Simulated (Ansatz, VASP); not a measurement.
# One calculation of CuO, two programs

Contents of INCAR:

```
PREC     = Accurate       # precision mode
ENCUT    = 520            # plane-wave cutoff, eV
EDIFF    = 1E-7           # SCF threshold, eV
ISMEAR   = 0              # smearing method
SIGMA    = 0.1            # smearing width, eV
LREAL    = False          # projectors in reciprocal space
LASPH    = True           # aspherical terms in the spheres
NELM     = 80             # most SCF steps
ALGO     = Normal         # electronic algorithm
ISIF     = 2              # what is computed and relaxed
LWAVE    = False          # write WAVECAR
LCHARG   = True           # write CHGCAR
GGA      = PE             # functional
LELF     = True           # ELF
LVHAR    = True         
NBANDS   = 16             # bands
```

File KPOINTS:

```
Automatic mesh
0
Gamma
  22 22 22
```

POSCAR

```
CuO
1.0
    0.0000000000      2.1905368958      2.1905368958
    2.1905368958      0.0000000000      2.1905368958
    2.1905368958      2.1905368958      0.0000000000
Cu O
1 1
Direct
    0.0000000000      0.0000000000      0.0000000000
    0.5000000000      0.5000000000      0.5000000000
```

Input for Ansatz:

```yaml
crystal:
  lattice:
    - [0.0, 2.1905368958, 2.1905368958]
    - [2.1905368958, 0.0, 2.1905368958]
    - [2.1905368958, 2.1905368958, 0.0]
  atoms:
    - { symbol: Cu, position: [0.0, 0.0, 0.0] }
    - { symbol: O, position: [0.5, 0.5, 0.5] }
basis:
  ecutwfc: 420
kpoints:
  mp_grid: { grid: [22, 22, 22] }
hamiltonian:
  xc: pbe
scf:
  occupations: { method: gaussian, width: 0.1 }
output:
  forces: true
  stress: true
  eigenvalues: true
```

Alike in both runs: task single point; functional PBE; k mesh 22 × 22 × 22; occupations gaussian, width 0.1 eV; no spin polarisation.

|  | VASP | Ansatz |
| --- | --- | --- |
| version | VASP 6.6.1 | Ansatz 0.2.0 |
| potentials or method | VASP PAW PBE potentials, release 64 (Cu, O), cutoff 520 eV | scalar-relativistic, plane waves, PAW |
| valence electrons in the cell | 17 | 25 |

|  | VASP | Ansatz | Ansatz less VASP |
| --- | --- | --- | --- |
| gap on the k mesh at the Fermi level (eV) | none | none | - |
| pressure (GPa) | -13.4 | -13.5 | -0.06 |

A gap of «none» marks a metal or a gap that the smearing closes. The functional is the same, so the differences come from potentials, cutoffs and numerics. VASP's potentials hold 17 valence electrons a cell and Ansatz's 25, so a difference there can come from the potentials and not from the codes.
